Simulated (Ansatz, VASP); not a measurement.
## Si in VASP and in Ansatz

INCAR

```
SYSTEM = Si
PREC = Accurate
ENCUT = 520
EDIFF = 1E-6
ISMEAR = 0
SIGMA = 0.03
LREAL = .FALSE.
LASPH = .TRUE.
NELM = 80
ALGO = Normal
ISIF = 2
LWAVE = .FALSE.
LCHARG = .FALSE.
GGA = CA
NBANDS = 16
```

KPOINTS

```
regular mesh
0
G
  10 10 10
  0 0 0
```

Contents of POSCAR:

```
Si
1.0
   -3.3498300122      3.1056702004      2.0916982884
    3.3479807116     -3.0416648058      1.9777765501
    3.3584901199      3.0503249134     -1.9809756469
Si
4
Direct
    0.1896541977      0.1802576840      0.3566703203
    0.8122115463      0.8093228293      0.6280453187
    0.1616131889      0.8001727557     -0.0042244106
    0.8365210671      0.2102467310      0.0195087716
```

Input for Ansatz:

```yaml
crystal:
  lattice:
    - [-3.3498300122, 3.1056702004, 2.0916982884]
    - [3.3479807116, -3.0416648058, 1.9777765501]
    - [3.3584901199, 3.0503249134, -1.9809756469]
  atoms:
    - { symbol: Si, position: [0.1896541977, 0.180257684, 0.3566703203] }
    - { symbol: Si, position: [0.8122115463, 0.8093228293, 0.6280453187] }
    - { symbol: Si, position: [0.1616131889, 0.8001727557, -0.0042244106] }
    - { symbol: Si, position: [0.8365210671, 0.210246731, 0.0195087716] }
basis:
  ecutwfc: 420
kpoints:
  mp_grid: { grid: [10, 10, 10] }
hamiltonian:
  xc: lda
scf:
  occupations: { method: gaussian, width: 0.03 }
output:
  forces: true
  stress: true
  eigenvalues: true
```

Change from the starting cell: all atoms moved at random (sigma 0.06 Å a component), cell strained at random (sigma 0.05).

Alike in both runs: task single point; functional LDA; k mesh 10 × 10 × 10; occupations gaussian, width 0.03 eV; no spin polarisation.

```csv
,VASP,Ansatz
version,VASP 6.6.1,Ansatz 0.2.0
potentials or method,"VASP PAW LDA potentials, release 64 (Si), cutoff 520 eV","scalar-relativistic, plane waves, PAW"
valence electrons in the cell,16,16
```

Ansatz gave:

- gap on the k mesh at the Fermi level (eV): none
- pressure (GPa): 0.3
- traceless stress, the component that is largest in VASP (GPa): 13.24
- rms of the force components (eV/Å): 1.031

Task: What did VASP give for the same quantities?

Result: gap on the k mesh at the Fermi level (eV): none; pressure (GPa): 0.3; traceless stress, the component that is largest in VASP (GPa): 13.30; rms of the force components (eV/Å): 1.033.

LDA's correlation is that of Perdew and Zunger in VASP and of Perdew and Wang (1992) in Ansatz. Atom by atom the forces differ by 0.003 eV/Å (rms over components). A gap of «none» marks a metal or a gap that the smearing closes.
